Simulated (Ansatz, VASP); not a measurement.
# Cs2AgBiBr6 in VASP and in Ansatz

INCAR

```
SYSTEM = Cs2AgBiBr6
PREC = Accurate
ENCUT = 520
EDIFF = 1E-6
ISMEAR = -1
SIGMA = 0.05
LREAL = .False.
LASPH = .True.
NELM = 150
ALGO = Normal
ISIF = 2
LWAVE = .False.
LCHARG = .False.
LMAXMIX = 4
LDAU = .True.
LDAUTYPE = 2
LDAUL = -1 -1 2 -1
LDAUU = 0 0 8 0
LDAUJ = 0 0 0 0
LDAUPRINT = 1
GGA = CA
NBANDS = 54
```

File KPOINTS:

```
Automatic mesh
0
Gamma
  4 4 4
  0 0 0
```

Contents of POSCAR:

```
Cs2AgBiBr6
1.0
    0.0000000000      5.6161000000      5.6161000000
    5.6161000000      0.0000000000      5.6161000000
    5.6161000000      5.6161000000      0.0000000000
Bi Cs Ag Br
1 2 1 6
Direct
    0.0000000000      0.0000000000      0.0000000000
    0.7500000000      0.7500000000      0.7500000000
    0.2500000000      0.2500000000      0.2500000000
    0.5000000000      0.5000000000      0.5000000000
    0.7494500000      0.7494500000      0.2505500000
    0.2505500000      0.2505500000      0.7494500000
    0.7494500000      0.2505500000      0.2505500000
    0.7494500000      0.2505500000      0.7494500000
    0.2505500000      0.7494500000      0.7494500000
    0.2505500000      0.7494500000      0.2505500000
```

input.yaml

```yaml
crystal:
  lattice:
    - [0.0, 5.6161, 5.6161]
    - [5.6161, 0.0, 5.6161]
    - [5.6161, 5.6161, 0.0]
  atoms:
    - { symbol: Bi, position: [0.0, 0.0, 0.0] }
    - { symbol: Cs, position: [0.75, 0.75, 0.75] }
    - { symbol: Cs, position: [0.25, 0.25, 0.25] }
    - { symbol: Ag, position: [0.5, 0.5, 0.5] }
    - { symbol: Br, position: [0.74945, 0.74945, 0.25055] }
    - { symbol: Br, position: [0.25055, 0.25055, 0.74945] }
    - { symbol: Br, position: [0.74945, 0.25055, 0.25055] }
    - { symbol: Br, position: [0.74945, 0.25055, 0.74945] }
    - { symbol: Br, position: [0.25055, 0.74945, 0.74945] }
    - { symbol: Br, position: [0.25055, 0.74945, 0.25055] }
hamiltonian:
  xc: lda
  pseudopotentials: { kind: paw }
  hubbard: { sites: [{ species: Ag, l: d, u_eff: 8.0 }] }
kpoints:
  mp_grid: { grid: [4, 4, 4] }
  band_path:
    path:
      - [[0.0, 0.0, 0.0], [0.5, 0.0, 0.5], [0.5, 0.25, 0.75], [0.375, 0.375, 0.75], [0.0, 0.0, 0.0], [0.5, 0.5, 0.5], [0.625, 0.25, 0.625], [0.5, 0.25, 0.75], [0.5, 0.5, 0.5], [0.375, 0.375, 0.75]]
      - [[0.625, 0.25, 0.625], [0.5, 0.0, 0.5]]
    npoints: 10
scf:
  occupations: { method: fermi_dirac, width: 0.05 }
  n_extra_bands: 25
output:
  forces: true
  stress: true
  eigenvalues: true
  fatbands: false
```

Alike in both runs: functional LDA; k mesh 4 × 4 × 4; occupations fermi-dirac, width 0.05 eV; no spin polarisation; Hubbard terms Ag d U = 8.0 eV.

|  | VASP | Ansatz |
| --- | --- | --- |
| version | VASP 6.6.1 | Ansatz 0.2.0 |
| potentials or method | VASP PAW LDA potentials, release 64 (Bi_d, Cs_sv, Ag, Br) | Ansatz PAW |
| plane-wave cutoff (eV) | 520 | 420 |
| valence electrons in the cell | 86 | 94 |
| task | single point | band structure |

```csv
,VASP,Ansatz,Ansatz less VASP
gap on the k mesh at the Fermi level (eV),1.68,1.55,-0.122
least direct gap on the mesh (eV),2.58,2.52,-0.060
pressure (GPa),-1.5,-1.2,+0.33
rms of the force components (eV/Å),0.141,0.068,-0.0724
```

LDA's correlation is that of Perdew and Zunger in VASP and of Perdew and Wang (1992) in Ansatz. The programs project onto different local orbitals, so the same U acts differently, and such runs can settle in different states. Atom by atom the forces differ by 0.072 eV/Å (rms over components). VASP's potentials hold 86 valence electrons a cell and Ansatz's 94, so a difference there can come from the potentials and not from the codes.

Spin-orbit coupling is off throughout.
